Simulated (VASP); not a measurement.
Runs of VASP 6.6.1 on Si. The structure is that of space group I4/mmm (No. 139), or close to it. The cells are those of the table. 

```tsv
cell	gap on the mesh (eV)	pressure (GPa)
a = 2.645 Å, angles 105.0, 105.0, 118.9°, 1 atom	none	0.0
a = 2.696 Å, angles 104.0, 104.0, 121.1°, 1 atom	none	-3.9
a = 2.705 Å, angles 104.3, 104.3, 120.4°, 1 atom	none	(a)
a = 2.635 Å, angles 104.6, 104.6, 119.7°, 1 atom	none	1.5
a = 2.665 Å, angles 104.3, 104.3, 120.4°, 1 atom	none	(b)
```

Alike in all rows: task single point; level LDA; potentials or basis VASP PAW LDA potentials, release 64 (Si); no spin polarisation; k mesh 28 × 28 × 28; cutoff (eV) 520; smearing gaussian 0.15 eV.

**Question.** Estimate the missing entries.

**Answer.** (a) -5.1; (b) -1.5.

A gap of «none» marks levels without a gap at the run's occupations.
